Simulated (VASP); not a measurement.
# CaSe (Fm-3m) in VASP: further runs, part 2 of 2

VASP 6.6.1. The steps go on from the part before.

## (4) Single point, r2SCAN (strain -4.6%)

POSCAR

```
CaSe
1.0
    0.0000000000      2.8322112107      2.8322112107
    2.8322112107      0.0000000000      2.8322112107
    2.8322112107      2.8322112107      0.0000000000
Ca Se
1 1
Direct
    0.0000000000      0.0000000000      0.0000000000
    0.5000000000      0.5000000000      0.5000000000
```

INCAR.step1

```
PREC = Accurate ; ENCUT = 520
ISMEAR = 0 ; SIGMA = 0.01
LREAL = F ; LASPH = T
NELM = 100 ; NBANDS = 15
GGA = PE ; ALGO = Normal
EDIFF = 1E-4 ; LWAVE = T
LCHARG = F
```

INCAR.step2

```
PREC = Accurate ; ENCUT = 520
EDIFF = 1E-6 ; ISMEAR = 0
SIGMA = 0.01 ; LREAL = F
LASPH = T ; NELM = 100
ALGO = Normal ; ISIF = 2
LWAVE = F ; LCHARG = T
METAGGA = R2SCAN ; LMIXTAU = T
LELF = T ; LVHAR = T
NBANDS = 15 ; ISTART = 1
```

KPOINTS

```
Automatic mesh
0
Gamma
  8 8 8
```

Potentials or basis: VASP PAW PBE potentials, release 64 (Ca_sv, Se).

On the command line:

```bash
$ cat potpaw_PBE.64/Ca_sv/POTCAR potpaw_PBE.64/Se/POTCAR > POTCAR
$ cp INCAR.step1 INCAR
$ mpirun -np 1 vasp_std > vasp.out
$ cp INCAR.step2 INCAR
$ mpirun -np 1 vasp_std > vasp.out
```

OUTCAR:

```text
PREC = Accurate
   ENCUT = 520
   EDIFF = 1E-6
   ISMEAR = 0
   LREAL = F
   LASPH = T
   NELM = 100
   ISIF = 2
   METAGGA = R2SCAN
   ISTART = 1

 ion  position               nearest neighbor table
   1  0.000  0.000  0.000-   2 2.83   2 2.83   2 2.83   2 2.83   2 2.83   2 2.83
   2  0.500  0.500  0.500-   1 2.83   1 2.83   1 2.83   1 2.83   1 2.83   1 2.83

  LATTYP: Found a face centered cubic cell.
 ALAT       =     5.6644224214

  Lattice vectors:

 A1 = (   0.0000000000,   2.8322112107,   2.8322112107)
 A2 = (   2.8322112107,   0.0000000000,   2.8322112107)
 A3 = (   2.8322112107,   2.8322112107,   0.0000000000)

Analysis of symmetry for initial positions (statically):
=====================================================================
 Subroutine PRICEL returns:
 Original cell was already a primitive cell.

 Routine SETGRP: Setting up the symmetry group for a
 face centered cubic supercell.

 Subroutine GETGRP returns: Found 48 space group operations
 (whereof 48 operations were pure point group operations)
 out of a pool of 48 trial point group operations.

The static configuration has the point symmetry O_h .

Analysis of symmetry for dynamics (positions and initial velocities):
=====================================================================
 Subroutine PRICEL returns:
 Original cell was already a primitive cell.

 Routine SETGRP: Setting up the symmetry group for a
 face centered cubic supercell.

 Subroutine GETGRP returns: Found 48 space group operations
 (whereof 48 operations were pure point group operations)
 out of a pool of 48 trial point group operations.

The dynamic configuration has the point symmetry O_h .

 Subroutine INISYM returns: Found 48 space group operations
 (whereof 48 operations are pure point group operations),
 and found     1 'primitive' translations

----------------------------------------------------------------------------------------

                                     Primitive cell

  volume of cell :      45.4367

  direct lattice vectors                    reciprocal lattice vectors
     0.000000000  2.832211211  2.832211211    -0.176540506  0.176540506  0.176540506
     2.832211211  0.000000000  2.832211211     0.176540506 -0.176540506  0.176540506
     2.832211211  2.832211211  0.000000000     0.176540506  0.176540506 -0.176540506

  length of vectors
     4.005351506  4.005351506  4.005351506     0.305777126  0.305777126  0.305777126

  position of ions in fractional coordinates (direct lattice)
     0.000000000  0.000000000  0.000000000
     0.500000000  0.500000000  0.500000000

  ion indices of the primitive-cell ions
   primitive index   ion index
                 1           1
                 2           2

----------------------------------------------------------------------------------------

 KPOINTS: Automatic mesh

Automatic generation of k-mesh.
 Grid dimensions read from file:
 generate k-points for:    8    8    8

 Generating k-lattice:

  Cartesian coordinates                     Fractional coordinates (reciprocal lattice)
    -0.022067563  0.022067563  0.022067563     0.125000000  0.000000000  0.000000000
     0.022067563 -0.022067563  0.022067563     0.000000000  0.125000000  0.000000000
     0.022067563  0.022067563 -0.022067563     0.000000000  0.000000000  0.125000000

  Length of vectors
     0.038222141  0.038222141  0.038222141

  Shift w.r.t. Gamma in fractional coordinates (k-lattice)
     0.000000000  0.000000000  0.000000000

 Subroutine IBZKPT returns following result:
 ===========================================

 Found     29 irreducible k-points:

 Following reciprocal coordinates:
            Coordinates               Weight
  0.000000  0.000000  0.000000      1.000000
  0.125000  0.000000  0.000000      8.000000
  0.250000  0.000000  0.000000      8.000000
  0.375000  0.000000  0.000000      8.000000
  0.500000  0.000000  0.000000      4.000000
  0.125000  0.125000  0.000000      6.000000
[... 16 lines left out ...]
  0.500000  0.250000  0.125000     48.000000
 -0.375000  0.250000  0.125000     24.000000
 [... further k-points ...]
   k-points           NKPTS =     29   k-points in BZ     NKDIM =     29   number of bands    NBANDS=     15
   number of dos      NEDOS =    301   number of ions     NIONS =      2
   total plane-waves  NPLWV =  27000
   dimension x,y,z NGX =    30 NGY =   30 NGZ =   30
   dimension x,y,z NGXF=    60 NGYF=   60 NGZF=   60
   ions per type =               1   1
   NGX,Y,Z   is equivalent  to a cutoff of  12.45, 12.45, 12.45 a.u.
   NGXF,Y,Z  is equivalent  to a cutoff of  24.90, 24.90, 24.90 a.u.
 SYSTEM =  unknown system
   PREC   = accura    normal or accurate (medium, high low for compatibility)
   ISTART =      1    job   : 0-new  1-cont  2-samecut
   ICHARG =      0    charge: 1-file 2-atom 10-const
   ISPIN  =      1    spin polarized calculation?
   LNONCOLLINEAR =      F non collinear calculations
   LSORBIT =      F    spin-orbit coupling
   LASPH  =      T    aspherical Exc in radial PAW
   ENCUT  =  520.0 eV  38.22 Ry    6.18 a.u.   7.45  7.45  7.45*2*pi/ulx,y,z
   NELM   =    100;   NELMIN=  2; NELMDL=  0     # of ELM steps
   EDIFF  = 0.1E-05   stopping-criterion for ELM
   LREAL  =      F    real-space projection
   EDIFFG = 0.1E-04   stopping-criterion for IOM
   NSW    =      0    number of steps for IOM
   IBRION =     -1    ionic relax: 0-MD 1-quasi-New 2-CG
   NFREE  =      0    steps in history (QN), initial steepest desc. (CG)
   ISIF   =      2    stress and relaxation
   ISYM   =      2    0-nonsym 1-usesym 2-fastsym
   POTIM  = 0.5000    time-step for ionic-motion
   TEBEG  =    0.0;   TEEND  =   0.0 temperature during run
   PSTRESS=    0.0 pullay stress
   NELECT =      16.0000    total number of electrons
   NUPDOWN=      -1.0000    fix difference up-down
   EMIN   =  10.00;   EMAX   =-10.00  energy-range for DOS
   EFERMI =   0.00;   METHOD = LEGACY
   ISMEAR =     0;   SIGMA  =   0.01  broadening in eV -4-tet -1-fermi 0-gaus
   EFERMI_NEDOS =   21; number of points for ismear=-14 and -15
   IALGO  =     38    algorithm
   IMIX   =      4    mixing-type and parameters
     AMIX     =   0.40;   BMIX     =  1.00
     AMIX_MAG =   1.60;   BMIX_MAG =  1.00
  volume/ion in A,a.u.               =      22.72       153.31
  Fermi-wavevector in a.u.,A,eV,Ry     =   1.156057  2.184631 18.183743  1.336467
  Thomas-Fermi vector in A             =   2.292680
   LORBIT       =      0    0 simple, 1 ext, 2 COOP (PROOUT), +10 PAW based schemes
   METAGGA = R2SCAN    functional components
   LHFCALC =     F    Hartree Fock is set to
   AEXX    =    0.0000 exact exchange contribution
   IVDW    =     0    specifies the selected vdW correction
   LEPSILON=     F    determine dielectric tensor
   LRPA    =     F    only Hartree local field effects (RPA)
 non-spin polarized calculation
 Gauss-broadening in eV      SIGMA  =   0.01
  energy-cutoff  :      520.00
  volume of cell :       45.44
 maximum number of plane-waves:      1243
 NGX is ok and might be reduce to    30
   NGX = 15   NGY = 15   NGZ = 15

 number of electron      16.0000002 magnetization

 Free energy of the ion-electron system (eV)
  ---------------------------------------------------
  ext. energy  EPLUGINS =         0.00000000
  ---------------------------------------------------
  free energy    TOTEN  =       -25.78082471 eV

  energy without entropy =      -25.78082471  energy(sigma->0) =      -25.78082471

 E-fermi :   3.3401     XC(G=0): -10.1795

 val. band max:        3.1573068314   @ k =   0.0000   0.0000   0.0000
 cond. band min:       5.2754256071   @ k =   0.5000   0.5000   0.0000
 fundamental gap:      2.1181187757
 Fermi energy:         3.3401492748

 k-point     1 :       0.0000    0.0000    0.0000
  band No.  band energies     occupation
      1     -37.7647      2.00000
      2     -17.9027      2.00000
      3     -17.9027      2.00000
      4     -17.9026      2.00000
      5      -9.5482      2.00000
      6       3.1573      2.00000
      7       3.1573      2.00000
      8       3.1573      2.00000
      9       7.2839      0.00000
     10       7.2839      0.00000
     11       7.2839      0.00000
     12       8.0138      0.00000
     13       8.0138      0.00000
     14       8.1194      0.00000
[... 401 lines left out ...]
      2     -18.0765      2.00000
      3     -17.9591      2.00000
      4     -17.9305      2.00000
      5      -8.5772      2.00000
      6      -0.1246      2.00000
      7       1.2181      2.00000
      8       1.6377      2.00000
      9       8.3308      0.00000
     10       8.6503      0.00000
     11       9.8574      0.00000
     12      10.3351      0.00000
     13      10.6595      0.00000
     14      11.5818      0.00000
     15      13.4594      0.00000

 [... further k-points ...]
[... 5 lines left out ...]
  --------------------------------------------------------------------------------------
  -------------------------------------------------------------------------------------
  Total        2.8681436      2.8681436      2.8681436     -0.0000000     -0.0000000     -0.0000000
  in kB      101.1357194    101.1357194    101.1357194     -0.0000000     -0.0000000     -0.0000000
  external PRESSURE =     101.1357194 kB  Pullay stress =       0.0000000 kB

 VOLUME and BASIS-vectors are now :
 -----------------------------------------------------------------------------
  energy-cutoff  :      520.00
  volume of cell :       45.44
      direct lattice vectors                 reciprocal lattice vectors
     0.000000000  2.832211211  2.832211211    -0.176540506  0.176540506  0.176540506
     2.832211211  0.000000000  2.832211211     0.176540506 -0.176540506  0.176540506
     2.832211211  2.832211211  0.000000000     0.176540506  0.176540506 -0.176540506

 POSITION                                       TOTAL-FORCE (eV/Angst)
 -----------------------------------------------------------------------------------
      0.00000      0.00000      0.00000         0.000000      0.000000      0.000000
      2.83221      2.83221      2.83221        -0.000000     -0.000000     -0.000000
 -----------------------------------------------------------------------------------
    total drift:                               -0.000000      0.000000      0.000000

  FREE ENERGIE OF THE ION-ELECTRON SYSTEM (eV)
  ---------------------------------------------------
  free  energy   TOTEN  =       -25.7808247142 eV

  energy  without entropy=      -25.7808247142  energy(sigma->0) =      -25.78082471
```

OUTCAR.step1:

```text
PREC = Accurate
   ENCUT = 520
   ISMEAR = 0
   LREAL = F
   LASPH = T
[... 653 lines left out ...]
 -----------------------------------------------------------------------------------
      0.00000      0.00000      0.00000        -0.000000     -0.000000     -0.000000
      2.83221      2.83221      2.83221         0.000000      0.000000      0.000000
 -----------------------------------------------------------------------------------
    total drift:                               -0.000000      0.000000      0.000000

  FREE ENERGIE OF THE ION-ELECTRON SYSTEM (eV)
  ---------------------------------------------------
  free  energy   TOTEN  =        -9.2720997277 eV

  energy  without entropy=       -9.2720997277  energy(sigma->0) =       -9.27209973
```

It took 45 s on 1 thread of Intel Xeon 6975P-C (Granite Rapids), shared host; peak memory 0.18 GiB.

Results:

- Free energy: -25.7808 eV
- Pressure: 10.1 GPa
- Band gap on the k mesh: 2.12 eV, indirect (least direct gap 3.19 eV)

Levels at points of the mesh, in eV from the valence-band top:
| k point | band 6 | band 7 | band 8 | band 9 | band 10 | band 11 |
| --- | --- | --- | --- | --- | --- | --- |
| (0.00, 0.00, 0.00) | 0.00 | 0.00 | 0.00 | 4.13 | 4.13 | 4.13 |
| (0.50, 0.00, 0.00) | -3.82 | -1.51 | -1.51 | 5.34 | 6.43 | 6.43 |
| (0.50, 0.50, 0.00) | -2.89 | -1.07 | -1.07 | 2.12 | 5.80 | 6.42 |

Caveat: the cell differs from its parent crystal (strain -4.6%); the PAW data sets were made with another functional, which shifts forces and pressure a little.

## (5) Single point, r2SCAN (strain -0.9%)

POSCAR

```
CaSe
1.0
    0.0000000000      2.9402293248      2.9402293248
    2.9402293248      0.0000000000      2.9402293248
    2.9402293248      2.9402293248      0.0000000000
Ca Se
1 1
Direct
    0.0000000000      0.0000000000      0.0000000000
    0.5000000000      0.5000000000      0.5000000000
```

INCAR.step1

```
SYSTEM = CaSe
PREC = Accurate ; ENCUT = 520
ISMEAR = 0 ; SIGMA = 0.01
LREAL = .FALSE. ; LASPH = .TRUE.
NELM = 60 ; NBANDS = 15
GGA = PE ; ALGO = Normal
EDIFF = 1E-4 ; LWAVE = .TRUE.
LCHARG = .FALSE.
```

INCAR.step2

```
SYSTEM = CaSe
PREC = Accurate ; ENCUT = 520
EDIFF = 1E-6 ; ISMEAR = 0
SIGMA = 0.01 ; LREAL = .FALSE.
LASPH = .TRUE. ; NELM = 60
ALGO = Normal ; ISIF = 2
LWAVE = .FALSE. ; LCHARG = .FALSE.
METAGGA = R2SCAN ; LMIXTAU = .TRUE.
NBANDS = 15 ; ISTART = 1
```

KPOINTS

```
regular mesh
0
G
  8 8 8
  0 0 0
```

On the command line:

```bash
$ cat potpaw_PBE.64/Ca_sv/POTCAR potpaw_PBE.64/Se/POTCAR > POTCAR
$ cp INCAR.step1 INCAR
$ mpirun -np 1 vasp_std > vasp.out
$ cp INCAR.step2 INCAR
$ mpirun -np 1 vasp_std > vasp.out
```

It took 35 s on 1 thread of Intel Xeon 6975P-C (Granite Rapids), shared host; peak memory 0.19 GiB.

The run converged. Its results:

```
Free energy            : -25.9700 eV
Pressure               : 1.8 GPa
Band gap on the k mesh : 2.45 eV, indirect (least direct gap 3.41 eV)
```

Levels at points of the mesh, in eV from the valence-band top:
| k point | band 6 | band 7 | band 8 | band 9 | band 10 | band 11 |
| --- | --- | --- | --- | --- | --- | --- |
| (0.00, 0.00, 0.00) | 0.00 | 0.00 | 0.00 | 4.22 | 4.22 | 4.22 |
| (0.50, 0.00, 0.00) | -3.35 | -1.23 | -1.23 | 5.15 | 6.15 | 6.16 |
| (0.50, 0.50, 0.00) | -2.59 | -0.97 | -0.97 | 2.45 | 5.65 | 5.89 |

Caveat: the cell differs from its parent crystal (strain -0.9%); the PAW data sets were made with another functional, which shifts forces and pressure a little.

## (6) Summary

```csv
level,cell,smearing,gap on the mesh (eV),pressure (GPa)
PBE,"a = 4.005 Å, angles 60.0°, 2 atoms",fermi-dirac 0.02 eV,1.65,10.2
PBE,"a = 4.158 Å, angles 60.0°, 2 atoms",fermi-dirac 0.02 eV,1.98,2.2
r2SCAN,"a = 4.005 Å, angles 60.0°, 2 atoms",gaussian 0.01 eV,2.12,10.1
r2SCAN,"a = 4.158 Å, angles 60.0°, 2 atoms",gaussian 0.01 eV,2.45,1.8
```

Alike in all rows: task single point; potentials or basis VASP PAW PBE potentials, release 64 (Ca_sv, Se); no spin polarisation; k mesh 8 × 8 × 8; cutoff (eV) 520.

Caveats: the PAW data sets were made with another functional, which shifts forces and pressure a little (some runs).

Total energies depend on the potentials used, so only differences within one code and one set of settings carry meaning.
